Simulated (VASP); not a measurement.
# MnS (Fm-3m) in VASP: further runs

Aim: see how the results for MnS move with the level of theory and the settings. Levels: LDA, PBE+D3(BJ). Tasks: relaxation of cell and atoms.

Program: VASP 6.6.1. These are calculated values, not measurements. Logs are shortened: lines on timing, memory, paths and dates and some standing lists are left out, and cuts for length are marked.

## Step 1: The cell of the first run

It takes space group Fm-3m (No. 225, cubic). The conventional cell has a = 5.209 Å, b = 5.209 Å, c = 5.209 Å, α = 90.00°, β = 90.00°, γ = 90.00°. Within 3.4 Å of Mn (site symmetry m-3m) lie 6 S at 2.60 Å. Within 3.4 Å of S (site symmetry m-3m) lie 6 Mn at 2.60 Å.

## Step 2: Relaxation of cell and atoms, LDA, collinear spin, ferromagnetic start

File INCAR:

```
SYSTEM = MnS
PREC = Accurate
ENCUT = 600
EDIFF = 1E-6
ISMEAR = -1
SIGMA = 0.05
LREAL = .False.
LASPH = .True.
NELM = 150
ALGO = Normal
ISIF = 3
LWAVE = .False.
LCHARG = .False.
ISPIN = 2
MAGMOM = 4 0
LORBIT = 11
LMAXMIX = 4
GGA = CA
IBRION = 2
NSW = 80
EDIFFG = -0.02
```

File KPOINTS:

```
Automatic mesh
0
Gamma
  9 9 9
  0 0 0
```

File POSCAR:

```
MnS
1.0
    0.0000000000      2.6045000000      2.6045000000
    2.6045000000      0.0000000000      2.6045000000
    2.6045000000      2.6045000000      0.0000000000
Mn S
1 1
Direct
    0.0000000000      0.0000000000      0.0000000000
    0.5000000000      0.5000000000      0.5000000000
```

Potentials or basis: VASP PAW LDA potentials, release 64 (Mn_pv, S).

Started as:

```
cat potpaw_LDA.64/Mn_pv/POTCAR potpaw_LDA.64/S/POTCAR > POTCAR
mpirun -np 1 vasp_std > vasp.out
```

OUTCAR:

```text
SYSTEM = MnS
   PREC = Accurate
   ENCUT = 600
   EDIFF = 1E-6
   ISMEAR = -1
   LREAL = .False.
   LASPH = .True.
   NELM = 150
   ISIF = 3
   ISPIN = 2
   LORBIT = 11
   GGA = CA
   IBRION = 2
   NSW = 80
   EDIFFG = -0.02

 ion  position               nearest neighbor table
   1  0.000  0.000  0.000-   2 2.60   2 2.60   2 2.60   2 2.60   2 2.60   2 2.60
   2  0.500  0.500  0.500-   1 2.60   1 2.60   1 2.60   1 2.60   1 2.60   1 2.60

  LATTYP: Found a face centered cubic cell.
 ALAT       =     5.2090000000

  Lattice vectors:

 A1 = (   0.0000000000,   2.6045000000,   2.6045000000)
 A2 = (   2.6045000000,   0.0000000000,   2.6045000000)
 A3 = (   2.6045000000,   2.6045000000,   0.0000000000)

Analysis of symmetry for initial positions (statically):
=====================================================================
 Subroutine PRICEL returns:
 Original cell was already a primitive cell.

 Routine SETGRP: Setting up the symmetry group for a
 face centered cubic supercell.

 Subroutine GETGRP returns: Found 48 space group operations
 (whereof 48 operations were pure point group operations)
 out of a pool of 48 trial point group operations.

The static configuration has the point symmetry O_h .

Analysis of symmetry for dynamics (positions and initial velocities):
=====================================================================
 Subroutine PRICEL returns:
 Original cell was already a primitive cell.

 Routine SETGRP: Setting up the symmetry group for a
 face centered cubic supercell.

 Subroutine GETGRP returns: Found 48 space group operations
 (whereof 48 operations were pure point group operations)
 out of a pool of 48 trial point group operations.

The dynamic configuration has the point symmetry O_h .

Analysis of structural, dynamic, and magnetic symmetry:
=====================================================================
 Subroutine PRICEL returns:
 Original cell was already a primitive cell.

 Routine SETGRP: Setting up the symmetry group for a
 face centered cubic supercell.

 Subroutine GETGRP returns: Found 48 space group operations
 (whereof 48 operations were pure point group operations)
 out of a pool of 48 trial point group operations.

The overall configuration has the point symmetry O_h .

 Subroutine INISYM returns: Found 48 space group operations
 (whereof 48 operations are pure point group operations),
 and found     1 'primitive' translations

----------------------------------------------------------------------------------------

                                     Primitive cell

  volume of cell :      35.3348

  direct lattice vectors                    reciprocal lattice vectors
     0.000000000  2.604500000  2.604500000    -0.191975427  0.191975427  0.191975427
     2.604500000  0.000000000  2.604500000     0.191975427 -0.191975427  0.191975427
     2.604500000  2.604500000  0.000000000     0.191975427  0.191975427 -0.191975427

  length of vectors
     3.683319223  3.683319223  3.683319223     0.332511194  0.332511194  0.332511194

  position of ions in fractional coordinates (direct lattice)
[... 8 lines left out ...]
----------------------------------------------------------------------------------------

 KPOINTS: Automatic mesh

Automatic generation of k-mesh.
 Grid dimensions read from file:
 generate k-points for:    9    9    9

 Generating k-lattice:

  Cartesian coordinates                     Fractional coordinates (reciprocal lattice)
    -0.021330603  0.021330603  0.021330603     0.111111111  0.000000000  0.000000000
     0.021330603 -0.021330603  0.021330603     0.000000000  0.111111111  0.000000000
     0.021330603  0.021330603 -0.021330603     0.000000000  0.000000000  0.111111111

  Length of vectors
     0.036945688  0.036945688  0.036945688

  Shift w.r.t. Gamma in fractional coordinates (k-lattice)
     0.000000000  0.000000000  0.000000000

 Subroutine IBZKPT returns following result:
 ===========================================

 Found     35 irreducible k-points:

 Following reciprocal coordinates:
            Coordinates               Weight
  0.000000  0.000000  0.000000      1.000000
  0.111111  0.000000  0.000000      8.000000
  0.222222  0.000000  0.000000      8.000000
  0.333333  0.000000  0.000000      8.000000
  0.444444  0.000000  0.000000      8.000000
  0.111111  0.111111  0.000000      6.000000
[... 16 lines left out ...]
 -0.333333  0.333333  0.000000     12.000000
  0.444444  0.444444  0.000000      6.000000
 [... further k-points ...]
   k-points           NKPTS =     35   k-points in BZ     NKDIM =     35   number of bands    NBANDS=     15
   number of dos      NEDOS =    301   number of ions     NIONS =      2
   total plane-waves  NPLWV =  27000
   dimension x,y,z NGX =    30 NGY =   30 NGZ =   30
   dimension x,y,z NGXF=    60 NGYF=   60 NGZF=   60
   ions per type =               1   1
   NGX,Y,Z   is equivalent  to a cutoff of  13.54, 13.54, 13.54 a.u.
   NGXF,Y,Z  is equivalent  to a cutoff of  27.08, 27.08, 27.08 a.u.
 SYSTEM =  MnS
   PREC   = accura    normal or accurate (medium, high low for compatibility)
   ISTART =      0    job   : 0-new  1-cont  2-samecut
   ICHARG =      2    charge: 1-file 2-atom 10-const
   ISPIN  =      2    spin polarized calculation?
   LNONCOLLINEAR =      F non collinear calculations
   LSORBIT =      F    spin-orbit coupling
   LASPH  =      T    aspherical Exc in radial PAW
   ENCUT  =  600.0 eV  44.10 Ry    6.64 a.u.   7.36  7.36  7.36*2*pi/ulx,y,z
   NELM   =    150;   NELMIN=  2; NELMDL= -5     # of ELM steps
   EDIFF  = 0.1E-05   stopping-criterion for ELM
   LREAL  =      F    real-space projection
   EDIFFG = -.2E-01   stopping-criterion for IOM
   NSW    =     80    number of steps for IOM
   IBRION =      2    ionic relax: 0-MD 1-quasi-New 2-CG
   NFREE  =      1    steps in history (QN), initial steepest desc. (CG)
   ISIF   =      3    stress and relaxation
   ISYM   =      2    0-nonsym 1-usesym 2-fastsym
   POTIM  = 0.5000    time-step for ionic-motion
   TEBEG  =    0.0;   TEEND  =   0.0 temperature during run
   PSTRESS=    0.0 pullay stress
   NELECT =      19.0000    total number of electrons
   NUPDOWN=      -1.0000    fix difference up-down
   EMIN   =  10.00;   EMAX   =-10.00  energy-range for DOS
   EFERMI =   0.00;   METHOD = LEGACY
   ISMEAR =    -1;   SIGMA  =   0.05  broadening in eV -4-tet -1-fermi 0-gaus
   EFERMI_NEDOS =   21; number of points for ismear=-14 and -15
   IALGO  =     38    algorithm
   IMIX   =      4    mixing-type and parameters
     AMIX     =   0.40;   BMIX     =  1.00
     AMIX_MAG =   1.60;   BMIX_MAG =  1.00
  volume/ion in A,a.u.               =      17.67       119.23
  Fermi-wavevector in a.u.,A,eV,Ry     =   1.331246  2.515690 24.112464  1.772216
  Thomas-Fermi vector in A             =   2.460272
   LORBIT       =     11    0 simple, 1 ext, 2 COOP (PROOUT), +10 PAW based schemes
   GGA     = CA    functional components
   LHFCALC =     F    Hartree Fock is set to
   AEXX    =    0.0000 exact exchange contribution
   IVDW    =     0    specifies the selected vdW correction
   LEPSILON=     F    determine dielectric tensor
   LRPA    =     F    only Hartree local field effects (RPA)
 conjugate gradient relaxation of ions
 spin polarized calculation
  energy-cutoff  :      600.00
  volume of cell :       35.33
 maximum number of plane-waves:      1243
 NGX is ok and might be reduce to    30
   NGX = 15   NGY = 15   NGZ = 15

--------------------------------------- Ionic step        1  -------------------------------------------

 number of electron      19.0000008 magnetization       4.4988697

 Free energy of the ion-electron system (eV)
  ---------------------------------------------------
  ext. energy  EPLUGINS =         0.00000000
  ---------------------------------------------------
  free energy    TOTEN  =       -14.97906109 eV

  energy without entropy =      -14.96828920  energy(sigma->0) =      -14.97367515

------------------------ aborting loop because EDIFF is reached ----------------------------------------

  FORCE on cell =-STRESS in cart. coord.  units (eV):
  Direction    XX          YY          ZZ          XY          YZ          ZX
  --------------------------------------------------------------------------------------
  -------------------------------------------------------------------------------------
  Total       -2.7432215     -2.7432215     -2.7432215      0.0000000     -0.0000000      0.0000000
  in kB     -124.3851065   -124.3851065   -124.3851065      0.0000000     -0.0000000      0.0000000
  external PRESSURE =    -124.3851065 kB  Pullay stress =       0.0000000 kB
[... 93 lines left out ...]
  energy  without entropy=      -15.3678307957  energy(sigma->0) =      -15.37367849

--------------------------------------- Ionic step        4  -------------------------------------------

 number of electron      19.0000006 magnetization       3.0229576

 E-fermi :  10.0998     XC(G=0): -12.5626

 val. band max:       10.0771524339   @ k =   0.2222   0.0000   0.0000
 cond. band min:      10.1015920560   @ k =  -0.3333   0.4444   0.2222
 fundamental gap:      0.0244396221
 Fermi energy:        10.0998378871

 spin component 1

 k-point     1 :       0.0000    0.0000    0.0000
  band No.  band energies     occupation
      1     -39.0884      1.00000
      2     -39.0884      1.00000
      3     -39.0884      1.00000
      4      -6.5739      1.00000
      5       7.0687      1.00000
      6       7.0687      1.00000
      7       7.0687      1.00000
      8       7.2408      1.00000
      9       7.2408      1.00000
     10       8.1454      1.00000
     11       8.1454      1.00000
     12       8.1454      1.00000
     13      14.9835      0.00000
     14      19.9304      0.00000
     15      19.9304      0.00000
[... 919 lines left out ...]
  energy  without entropy=      -15.3667048211  energy(sigma->0) =      -15.37361563

--------------------------------------- Ionic step        6  -------------------------------------------

 number of electron      18.9999993 magnetization       3.5067670

 Free energy of the ion-electron system (eV)
  ---------------------------------------------------
  ext. energy  EPLUGINS =         0.00000000
  ---------------------------------------------------
  free energy    TOTEN  =       -15.38112738 eV

  energy without entropy =      -15.36845315  energy(sigma->0) =      -15.37479026

 E-fermi :   9.3558     XC(G=0): -12.2647

 val. band max:        9.3023999216   @ k =   0.2222   0.1111   0.0000
 cond. band min:       9.3678568343   @ k =  -0.3333   0.3333   0.0000
 fundamental gap:      0.0654569127
 Fermi energy:         9.3558486863

 spin component 1

 k-point     1 :       0.0000    0.0000    0.0000
  band No.  band energies     occupation
      1     -40.0405      1.00000
      2     -40.0405      1.00000
      3     -40.0405      1.00000
      4      -6.8946      1.00000
      5       6.2962      1.00000
      6       6.2962      1.00000
      7       6.2962      1.00000
      8       6.4287      1.00000
      9       6.4287      1.00000
     10       7.4015      1.00000
     11       7.4015      1.00000
     12       7.4015      1.00000
     13      13.5573      0.00000
     14      18.9174      0.00000
     15      18.9174      0.00000
[... 879 lines left out ...]
  FREE ENERGIE OF THE ION-ELECTRON SYSTEM (eV)
  ---------------------------------------------------
  free  energy   TOTEN  =       -15.3811273769 eV

  energy  without entropy=      -15.3684531511  energy(sigma->0) =      -15.37479026

 reached required accuracy - stopping structural energy minimisation

 total charge

# of ion       s       p       d       tot
------------------------------------------
    1        0.274   6.249   5.153  11.677
    2        1.324   2.414   0.000   3.737
--------------------------------------------------
tot          1.598   8.663   5.153  15.414

 magnetization (x)

# of ion       s       p       d       tot
------------------------------------------
    1        0.051   0.035   3.161   3.247
    2        0.021   0.033   0.000   0.054
--------------------------------------------------
tot          0.071   0.069   3.161   3.301
```

Run time: 2.6 min. Hardware: 1 thread of Intel Xeon Platinum 8488C (Sapphire Rapids), shared host; peak memory 0.18 GiB.

What came out:

* Free energy: -15.3811 eV
* Relaxed volume: 13.71 Å³/atom
* Relaxed cell: a = 3.385 Å, b = 3.385 Å, c = 3.385 Å, α = 60.00°, β = 60.00°, γ = 60.00°
* Space group after relaxing (to 0.05 Å): Fm-3m (No. 225)
* Energy gained by relaxing: 201.0 meV/atom
* Ionic steps: 6
* Pressure after relaxing: 0.1 GPa
* Net moment: 3.51 μB per cell
* Site moments: Mn +3.25; S +0.05 μB
* Valence electrons inside the program's atomic spheres: Mn 11.68; S 3.74

Step by step:
```csv
step,energy change (eV),largest force (eV/Å),pressure (GPa),volume (Å³)
1,0.0000,0.0000,-12.44,35.33
2,-0.3848,0.0000,-3.47,28.77
3,-0.4005,0.0000,-1.36,27.81
4,-0.3834,0.0000,3.02,25.93
5,-0.4015,0.0000,0.83,27.18
6,-0.4021,0.0000,0.05,27.42
```

Final structure:
```yaml
crystal:
  lattice:
    - [0.00000, 2.39326, 2.39326]
    - [2.39326, 0.00000, 2.39326]
    - [2.39326, 2.39326, 0.00000]
  atoms:
    - { symbol: Mn, position: [0.00000, 0.00000, 0.00000] }
    - { symbol: S, position: [0.50000, 0.50000, 0.50000] }
```

Levels at points of the mesh, in eV from the Fermi level:
Spin up:
| k point | band 8 | band 9 | band 10 | band 11 | band 12 | band 13 | band 14 | band 15 |
| --- | --- | --- | --- | --- | --- | --- | --- | --- |
| (0.00, 0.00, 0.00) | -2.93 | -2.93 | -1.95 | -1.95 | -1.95 | 4.20 | 9.56 | 9.56 |
Spin down:
| k point | band 5 | band 6 | band 7 | band 8 | band 9 | band 10 | band 11 | band 12 |
| --- | --- | --- | --- | --- | --- | --- | --- | --- |
| (0.00, 0.00, 0.00) | -1.73 | -1.73 | -1.73 | -0.71 | -0.71 | -0.71 | -0.58 | -0.58 |

Caveat: the volume moved by over 15 % at a fixed basis, so the end points are rough; the volume moved by -22 % from the deposited cell, more than functionals usually miss; a cell with one magnetic atom can't hold antiferromagnetic order, which such compounds often take; semilocal functionals often make such compounds metallic where correlation or magnetic order opens a gap, which also shifts bond lengths. Zero-point motion and thermal expansion aren't in these numbers.

(Part 1 of 2 ends here.)
